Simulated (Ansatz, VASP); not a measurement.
## Two plane-wave programs on TiN

```xyz
6
Lattice="3.0033 0.0000 0.0000 0.0000 3.0033 0.0000 0.0000 0.0000 20.2473" Properties=species:S:1:pos:R:3 pbc="T T T"
Ti    0.7508    0.7508    8.0000
Ti    2.2525    2.2525   10.1236
Ti    0.7508    0.7508   12.2473
N     2.2525    2.2525    8.0000
N     0.7508    0.7508   10.1236
N     2.2525    2.2525   12.2473
```

Alike in both runs: task single point; functional PBE; k mesh 12 × 12 × 1; occupations fermi-dirac, width 0.08 eV; no spin polarisation.

|  | VASP | Ansatz |
| --- | --- | --- |
| version | VASP 6.6.1 | Ansatz 0.2.0 |
| potentials or method | VASP PAW PBE potentials, release 64 (Ti_sv, N) | PAW with Ansatz's default frozen-core files, scalar-relativistic |
| plane-wave cutoff (eV) | 520 | 420 |
| valence electrons in the cell | 51 | 51 |

Ansatz gave:

```
rms of the force components (eV/Å) : 0.715
```

Task: What did VASP give for the same quantities?

Result: rms of the force components (eV/Å): 0.712.

The functional is the same, so the differences come from potentials, cutoffs and numerics.
